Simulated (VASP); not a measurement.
# Zr4Ag (P-6m2) in VASP: further runs, part 2 of 2

VASP 6.6.1. Earlier steps stand in the parts before.

## (4) Single point, PBE

This run uses another cell than the first one, of 25.03 Å³/atom, 0.963 times its volume.

Input file INCAR:

```
PREC = Accurate ; ENCUT = 520
EDIFF = 1E-7 ; ISMEAR = 0
SIGMA = 0.2 ; LREAL = F
LASPH = T ; NELM = 80
ALGO = Fast ; ISIF = 2
LWAVE = F ; LCHARG = F
GGA = PE ; NBANDS = 38
```

Input file KPOINTS:

```
Automatic mesh
0
Gamma
  4 4 4
```

Input file POSCAR:

```
Zr4Ag
1.0
    5.1128198822     -0.0000000030      0.0000000000
   -2.5564099386      4.4278319045      0.0000000000
    0.0000000000      0.0000000000      5.5280770257
Zr Ag
4 1
Direct
    0.6666666667      0.3333333333      0.5000000000
    0.6666666667      0.3333333333      0.0000000000
    0.3333333333      0.6666666667      0.5000000000
    0.0000000000      0.0000000000      0.5000000000
    0.0000000000      0.0000000000      0.0000000000
```

Potentials or basis: VASP PAW PBE potentials, release 64 (Zr_sv, Ag).

Launch:

```console
cat potpaw_PBE.64/Zr_sv/POTCAR potpaw_PBE.64/Ag/POTCAR > POTCAR
mpirun -np 1 vasp_std > vasp.out
```

OUTCAR:

```text
PREC = Accurate
   ENCUT = 520
   EDIFF = 1E-7
   ISMEAR = 0
   LREAL = F
   LASPH = T
   NELM = 80
   ISIF = 2
   GGA = PE

 ion  position               nearest neighbor table
   1  0.667  0.333  0.500-   2 2.76   2 2.76   3 2.95   3 2.95   4 2.95   4 2.95   4 2.95   3 2.95

   2  0.667  0.333  0.000-   1 2.76   1 2.76   5 2.95   5 2.95   5 2.95
   3  0.333  0.667  0.500-   1 2.95   1 2.95   4 2.95   4 2.95   4 2.95   1 2.95
   4  0.000  0.000  0.500-   5 2.76   5 2.76   1 2.95   3 2.95   1 2.95   3 2.95   1 2.95   3 2.95

   5  0.000  0.000  0.000-   4 2.76   4 2.76   2 2.95   2 2.95   2 2.95

  LATTYP: Found a hexagonal cell.
 ALAT       =     5.1128198822
 C/A-ratio  =     1.0812188094

  Lattice vectors:

 A1 = (   5.1128198822,  -0.0000000030,   0.0000000000)
 A2 = (  -2.5564099386,   4.4278319045,   0.0000000000)
 A3 = (   0.0000000000,   0.0000000000,   5.5280770257)

Analysis of symmetry for initial positions (statically):
=====================================================================
 Subroutine PRICEL returns:
 Original cell was already a primitive cell.

 Routine SETGRP: Setting up the symmetry group for a
 hexagonal supercell.

 Subroutine GETGRP returns: Found 12 space group operations
 (whereof 12 operations were pure point group operations)
 out of a pool of 24 trial point group operations.

The static configuration has the point symmetry D_3h.

Analysis of symmetry for dynamics (positions and initial velocities):
=====================================================================
 Subroutine PRICEL returns:
 Original cell was already a primitive cell.

 Routine SETGRP: Setting up the symmetry group for a
 hexagonal supercell.

 Subroutine GETGRP returns: Found 12 space group operations
 (whereof 12 operations were pure point group operations)
 out of a pool of 24 trial point group operations.

The dynamic configuration has the point symmetry D_3h.

 Subroutine INISYM returns: Found 12 space group operations
 (whereof 12 operations are pure point group operations),
 and found     1 'primitive' translations

----------------------------------------------------------------------------------------

                                     Primitive cell

  volume of cell :     125.1485

  direct lattice vectors                    reciprocal lattice vectors
     5.112819882 -0.000000003  0.000000000     0.195586784  0.112922083  0.000000000
    -2.556409939  4.427831904  0.000000000     0.000000000  0.225844165  0.000000000
     0.000000000  0.000000000  5.528077026     0.000000000  0.000000000  0.180894730

  length of vectors
     5.112819882  5.112819882  5.528077026     0.225844165  0.225844165  0.180894730

  position of ions in fractional coordinates (direct lattice)
     0.666666667  0.333333333  0.500000000
     0.666666667  0.333333333  0.000000000
     0.333333333  0.666666667  0.500000000
     0.000000000  0.000000000  0.500000000
     0.000000000  0.000000000  0.000000000

  ion indices of the primitive-cell ions
[... 30 lines left out ...]

 Found     12 irreducible k-points:

 Following reciprocal coordinates:
            Coordinates               Weight
  0.000000  0.000000  0.000000      1.000000
  0.250000  0.000000  0.000000      6.000000
  0.500000  0.000000  0.000000      3.000000
  0.250000  0.250000  0.000000      6.000000
  0.000000  0.000000  0.250000      2.000000
  0.250000  0.000000  0.250000     12.000000
  0.500000  0.000000  0.250000      6.000000
  0.250000  0.250000  0.250000     12.000000
  0.000000  0.000000  0.500000      1.000000
  0.250000  0.000000  0.500000      6.000000
  0.500000  0.000000  0.500000      3.000000
  0.250000  0.250000  0.500000      6.000000
   k-points           NKPTS =     12   k-points in BZ     NKDIM =     12   number of bands    NBANDS=     38
   number of dos      NEDOS =    301   number of ions     NIONS =      5
   total plane-waves  NPLWV =  67200
   dimension x,y,z NGX =    40 NGY =   40 NGZ =   42
   dimension x,y,z NGXF=    80 NGYF=   80 NGZF=   84
   ions per type =               4   1
   NGX,Y,Z   is equivalent  to a cutoff of  13.01, 13.01, 12.63 a.u.
   NGXF,Y,Z  is equivalent  to a cutoff of  26.01, 26.01, 25.26 a.u.
 SYSTEM =  unknown system
   PREC   = accura    normal or accurate (medium, high low for compatibility)
   ISTART =      0    job   : 0-new  1-cont  2-samecut
   ICHARG =      2    charge: 1-file 2-atom 10-const
   ISPIN  =      1    spin polarized calculation?
   LNONCOLLINEAR =      F non collinear calculations
   LSORBIT =      F    spin-orbit coupling
   LASPH  =      T    aspherical Exc in radial PAW
   ENCUT  =  520.0 eV  38.22 Ry    6.18 a.u.   9.51  9.51 10.28*2*pi/ulx,y,z
   NELM   =     80;   NELMIN=  2; NELMDL= -5     # of ELM steps
   EDIFF  = 0.1E-06   stopping-criterion for ELM
   LREAL  =      F    real-space projection
   EDIFFG = 0.1E-05   stopping-criterion for IOM
   NSW    =      0    number of steps for IOM
   IBRION =     -1    ionic relax: 0-MD 1-quasi-New 2-CG
   NFREE  =      0    steps in history (QN), initial steepest desc. (CG)
   ISIF   =      2    stress and relaxation
   ISYM   =      2    0-nonsym 1-usesym 2-fastsym
   POTIM  = 0.5000    time-step for ionic-motion
   TEBEG  =    0.0;   TEEND  =   0.0 temperature during run
   PSTRESS=    0.0 pullay stress
   NELECT =      59.0000    total number of electrons
   NUPDOWN=      -1.0000    fix difference up-down
   EMIN   =  10.00;   EMAX   =-10.00  energy-range for DOS
   EFERMI =   0.00;   METHOD = LEGACY
   ISMEAR =     0;   SIGMA  =   0.20  broadening in eV -4-tet -1-fermi 0-gaus
   EFERMI_NEDOS =   21; number of points for ismear=-14 and -15
   IALGO  =     68    algorithm
   IMIX   =      4    mixing-type and parameters
     AMIX     =   0.40;   BMIX     =  1.00
     AMIX_MAG =   1.60;   BMIX_MAG =  1.00
  volume/ion in A,a.u.               =      25.03       168.91
  Fermi-wavevector in a.u.,A,eV,Ry     =   1.274139  2.407774 22.088121  1.623431
  Thomas-Fermi vector in A             =   2.406924
   LORBIT       =      0    0 simple, 1 ext, 2 COOP (PROOUT), +10 PAW based schemes
   GGA     = PE    functional components
   LHFCALC =     F    Hartree Fock is set to
   AEXX    =    0.0000 exact exchange contribution
   IVDW    =     0    specifies the selected vdW correction
   LEPSILON=     F    determine dielectric tensor
   LRPA    =     F    only Hartree local field effects (RPA)
 non-spin polarized calculation
 RMM-DIIS sequential band-by-band and
 Gauss-broadening in eV      SIGMA  =   0.20
  energy-cutoff  :      520.00
  volume of cell :      125.15
 maximum number of plane-waves:      3404
 NGX is ok and might be reduce to    40
   NGX = 19   NGY = 19   NGZ = 21

 number of electron      59.0000006 magnetization

 Free energy of the ion-electron system (eV)
  ---------------------------------------------------
  ext. energy  EPLUGINS =         0.00000000
  ---------------------------------------------------
  free energy    TOTEN  =       -33.91735623 eV

  energy without entropy =      -33.80842122  energy(sigma->0) =      -33.86288872

 E-fermi :   7.3231     XC(G=0): -10.4599

 val. band max:        7.3200416611   @ k =   0.2500   0.0000   0.2500
 cond. band min:       7.3537529336   @ k =   0.5000   0.0000   0.0000
 fundamental gap:      0.0337112725
 Fermi energy:         7.3231237681

 k-point     1 :       0.0000    0.0000    0.0000
  band No.  band energies     occupation
      1     -41.9397      2.00000
      2     -41.5389      2.00000
      3     -41.1148      2.00000
      4     -40.4994      2.00000
      5     -20.2765      2.00000
      6     -20.0312      2.00000
[... 481 lines left out ...]
     37       9.8958      0.00000
     38      10.4312      0.00000

------------------------ aborting loop because EDIFF is reached ----------------------------------------

  FORCE on cell =-STRESS in cart. coord.  units (eV):
  Direction    XX          YY          ZZ          XY          YZ          ZX
  --------------------------------------------------------------------------------------
  -------------------------------------------------------------------------------------
  Total        0.0328785      0.0328785      0.1832084     -0.0000000     -0.0000000      0.0000000
  in kB        0.4209176      0.4209176      2.3454720     -0.0000000     -0.0000000      0.0000000
  external PRESSURE =       1.0624358 kB  Pullay stress =       0.0000000 kB

 VOLUME and BASIS-vectors are now :
 -----------------------------------------------------------------------------
  energy-cutoff  :      520.00
  volume of cell :      125.15
      direct lattice vectors                 reciprocal lattice vectors
     5.112819882 -0.000000003  0.000000000     0.195586784  0.112922083  0.000000000
    -2.556409939  4.427831904  0.000000000     0.000000000  0.225844165  0.000000000
     0.000000000  0.000000000  5.528077026     0.000000000  0.000000000  0.180894730

 POSITION                                       TOTAL-FORCE (eV/Angst)
 -----------------------------------------------------------------------------------
      2.55641      1.47594      2.76404         0.000000      0.000000      0.000000
      2.55641      1.47594      0.00000        -0.000000      0.000000      0.000000
      0.00000      2.95189      2.76404         0.000000     -0.000000      0.000000
      0.00000      0.00000      2.76404         0.000000     -0.000000      0.000000
      0.00000      0.00000      0.00000        -0.000000     -0.000000      0.000000
 -----------------------------------------------------------------------------------
    total drift:                               -0.000000      0.000000     -0.000000

  FREE ENERGIE OF THE ION-ELECTRON SYSTEM (eV)
  ---------------------------------------------------
  free  energy   TOTEN  =       -33.9173562294 eV

  energy  without entropy=      -33.8084212195  energy(sigma->0) =      -33.86288872
```

OSZICAR:

```text
N       E                     dE             d eps       ncg     rms          rms(c)
DAV:   1     0.611686137676E+03    0.61169E+03   -0.30191E+04   912   0.150E+03
DAV:   2     0.149777124743E+02   -0.59671E+03   -0.58254E+03  1000   0.445E+02
[... 19 lines left out ...]
RMM:  22    -0.339173552800E+02   -0.71421E-06   -0.66173E-06  1132   0.595E-03    0.402E-03
RMM:  23    -0.339173557008E+02   -0.42076E-06   -0.43022E-06  1201   0.499E-03    0.411E-03
RMM:  24    -0.339173559355E+02   -0.23470E-06   -0.23589E-06  1030   0.398E-03    0.406E-03
RMM:  25    -0.339173560882E+02   -0.15270E-06   -0.16925E-06   941   0.347E-03    0.418E-03
RMM:  26    -0.339173561901E+02   -0.10198E-06   -0.11750E-06  1009   0.312E-03    0.401E-03
RMM:  27    -0.339173562294E+02   -0.39244E-07   -0.58572E-07   780   0.261E-03
   1 F= -.33917356E+02 E0= -.33862889E+02  d E =-.108935E+00
```

Wall time 2.4 min (1 thread of Intel Xeon Platinum 8488C (Sapphire Rapids), shared host); peak memory 0.27 GiB.

What came out:

```yaml
Free_energy: -33.9174 eV
Pressure: 0.1 GPa
```

## (5) The runs side by side

| cell | k mesh | further INCAR settings | gap on the mesh (eV) | pressure (GPa) | largest force (eV/Å) |
| --- | --- | --- | --- | --- | --- |
| a = 5.799, b = 5.799, c = 4.461 Å, angles 90.0, 90.0, 120.0°, 5 atoms | 4 × 4 × 3 | ALGO = Fast; EDIFF = 1e-06; NBANDS = 38 | none | 0.2 | 0.03 |
| a = 4.514, b = 4.514, c = 8.385 Å, angles 90.0, 90.0, 120.0°, 5 atoms | 5 × 5 × 3 | ALGO = Fast; EDIFF = 1e-06; NBANDS = 38 | none | -0.4 | 0.02 |
| a = 5.113, b = 5.113, c = 5.528 Å, angles 90.0, 90.0, 120.0°, 5 atoms | 4 × 4 × 4 | ALGO = Fast; EDIFF = 1e-07; NBANDS = 38 | none | 0.1 | - |

Alike in all rows: task single point; level PBE; potentials or basis VASP PAW PBE potentials, release 64 (Zr_sv, Ag); no spin polarisation; cutoff (eV) 520; smearing gaussian 0.2 eV.

Caveats: some runs use coarse meshes.

Total energies depend on the potentials used, so only differences within one code and one set of settings carry meaning.
